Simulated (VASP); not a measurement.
A run of VASP 6.6.1 is set up as follows.

The input INCAR:

```
PREC     = Accurate       # precision mode
ENCUT    = 520            # plane-wave cutoff, eV
EDIFF    = 1E-6           # SCF threshold, eV
ISMEAR   = 0              # smearing method
SIGMA    = 0.1            # smearing width, eV
LREAL    = F              # projectors in reciprocal space
LASPH    = T              # aspherical terms in the spheres
NELM     = 60             # most SCF steps
ALGO     = Fast           # electronic algorithm
ISIF     = 2              # what is computed and relaxed
LWAVE    = F              # write WAVECAR
LCHARG   = F              # write CHGCAR
GGA      = PE             # functional
NBANDS   = 36             # bands
```

KPOINTS

```
Automatic mesh
0
Gamma
  4 4 4
```

File POSCAR:

```
Ta4Cu
1.0
   -2.9083272581      2.9083272581      2.9083272581
    2.9083272581     -2.9083272581      2.9083272581
    2.9083272581      2.9083272581     -2.9083272581
Ta Cu
4 1
Direct
    0.0000000000      0.0000000000      0.5000000000
    0.0000000000      0.5000000000      0.0000000000
    0.5000000000      0.0000000000      0.0000000000
    0.5000000000      0.5000000000      0.5000000000
    0.0000000000      0.0000000000      0.0000000000
```

Potentials or basis: VASP PAW PBE potentials, release 64 (Ta_pv, Cu).

Run with:

```sh
$ cat potpaw_PBE.64/Ta_pv/POTCAR potpaw_PBE.64/Cu/POTCAR > POTCAR
$ mpirun -np 1 vasp_std > vasp.out
```

Task: Predict the pressure.

Result: 0.3 GPa.

Task: Predict the band gap on the k mesh.

Result: Zero (an odd number of electrons rules out a gap without spin polarisation).

Caveat: the k points lie up to 0.38 Å⁻¹ apart, too coarse for converged energies and pressures of a metal; spin-orbit coupling is left out, which moves the levels of the heavy elements.
